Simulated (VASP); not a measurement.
# Ir (P6_3/mmc) in VASP: notebook, part 2 of 2

VASP 6.6.1. The steps go on from the part before.

**3. Single point, r2SCAN**

This run uses another cell than the first one, of 14.26 Å³/atom, 1.032 times its volume.

Contents of POSCAR:

```
Ir
1.0
    2.7301670467      0.0000000000      0.0000000000
   -1.3650835233      2.3643940190      0.0000000000
    0.0000000000      0.0000000000      4.4195081512
Ir
2
Direct
    0.3333333333      0.6666666667      0.7500000000
    0.6666666667      0.3333333333      0.2500000000
```

Contents of INCAR.step1:

```
SYSTEM = Ir
  PREC = Accurate
  ENCUT = 520
  ISMEAR = 0
  SIGMA = 0.05
  LREAL = .FALSE.
  LASPH = .TRUE.
  NELM = 80
  NBANDS = 16
  GGA = PE
  ALGO = Normal
  EDIFF = 1E-4
  LWAVE = .TRUE.
  LCHARG = .FALSE.
```

Contents of INCAR.step2:

```
SYSTEM = Ir
  PREC = Accurate
  ENCUT = 520
  EDIFF = 1E-7
  ISMEAR = 0
  SIGMA = 0.05
  LREAL = .FALSE.
  LASPH = .TRUE.
  NELM = 80
  ALGO = Normal
  ISIF = 2
  LWAVE = .FALSE.
  LCHARG = .FALSE.
  METAGGA = R2SCAN
  LMIXTAU = .TRUE.
  NBANDS = 16
  ISTART = 1
```

Contents of KPOINTS:

```
Automatic mesh
0
G
  18 18 10
  0 0 0
```

Potentials or basis: VASP PAW PBE potentials, release 64 (Ir).

Started as:

```bash
cat potpaw_PBE.64/Ir/POTCAR > POTCAR
cp INCAR.step1 INCAR
mpirun -np 1 vasp_std > vasp.out
cp INCAR.step2 INCAR
mpirun -np 1 vasp_std > vasp.out
```

OUTCAR:

```text
SYSTEM = Ir
   PREC = Accurate
   ENCUT = 520
   EDIFF = 1E-7
   ISMEAR = 0
   LREAL = .FALSE.
   LASPH = .TRUE.
   NELM = 80
   ISIF = 2
   METAGGA = R2SCAN
   ISTART = 1

 ion  position               nearest neighbor table
   1  0.333  0.667  0.750-   2 2.71   2 2.71   2 2.71   2 2.71   2 2.71   2 2.71
   2  0.667  0.333  0.250-   1 2.71   1 2.71   1 2.71   1 2.71   1 2.71   1 2.71

  LATTYP: Found a hexagonal cell.
 ALAT       =     2.7301670467
 C/A-ratio  =     1.6187684034

  Lattice vectors:

[... 645 lines left out ...]
------------------------ aborting loop because EDIFF is reached ----------------------------------------

  FORCE on cell =-STRESS in cart. coord.  units (eV):
  Direction    XX          YY          ZZ          XY          YZ          ZX
  --------------------------------------------------------------------------------------
  -------------------------------------------------------------------------------------
  Total        0.4013664      0.4013664      0.4746874      0.0000000      0.0000000      0.0000000
  in kB       22.5407589     22.5407589     26.6584725      0.0000000      0.0000000      0.0000000
  external PRESSURE =      23.9133301 kB  Pullay stress =       0.0000000 kB

 VOLUME and BASIS-vectors are now :
 -----------------------------------------------------------------------------
  energy-cutoff  :      520.00
  volume of cell :       28.53
      direct lattice vectors                 reciprocal lattice vectors
     2.730167047  0.000000000  0.000000000     0.366277954  0.211470675  0.000000000
    -1.365083523  2.364394019  0.000000000     0.000000000  0.422941351  0.000000000
     0.000000000  0.000000000  4.419508151     0.000000000  0.000000000  0.226269523

 POSITION                                       TOTAL-FORCE (eV/Angst)
 -----------------------------------------------------------------------------------
     -0.00000      1.57626      3.31463         0.000000     -0.000000      0.000000
      1.36508      0.78813      1.10488        -0.000000      0.000000      0.000000
 -----------------------------------------------------------------------------------
    total drift:                               -0.000000      0.000000     -0.000000

  FREE ENERGIE OF THE ION-ELECTRON SYSTEM (eV)
  ---------------------------------------------------
  free  energy   TOTEN  =      -104.5578610515 eV

  energy  without entropy=     -104.5554929792  energy(sigma->0) =     -104.55667702
```

OUTCAR.step1:

```text
SYSTEM = Ir
   PREC = Accurate
   ENCUT = 520
   ISMEAR = 0
   LREAL = .FALSE.
   LASPH = .TRUE.
[... 680 lines left out ...]
     -0.00000      1.57626      3.31463         0.000000      0.000000      0.000000
      1.36508      0.78813      1.10488         0.000000     -0.000000      0.000000
 -----------------------------------------------------------------------------------
    total drift:                               -0.000000      0.000000     -0.000000

  FREE ENERGIE OF THE ION-ELECTRON SYSTEM (eV)
  ---------------------------------------------------
  free  energy   TOTEN  =       -17.5389232040 eV

  energy  without entropy=      -17.5364536177  energy(sigma->0) =      -17.53768841
```

Run time: 2.3 min. Hardware: 1 thread of Intel Xeon 6975P-C (Granite Rapids), shared host; peak memory 0.21 GiB.

Results:

| Item | Value |
| --- | --- |
| Free energy | -104.5579 eV |
| Pressure | 2.4 GPa |
| Band gap on the k mesh | zero (band 9 reaches 11.16 eV, above the bottom of band 10 at 7.74 eV) |

Caveat: the PAW data sets were made with another functional, which shifts forces and pressure a little; spin-orbit coupling is left out, which moves the levels of the heavy elements.
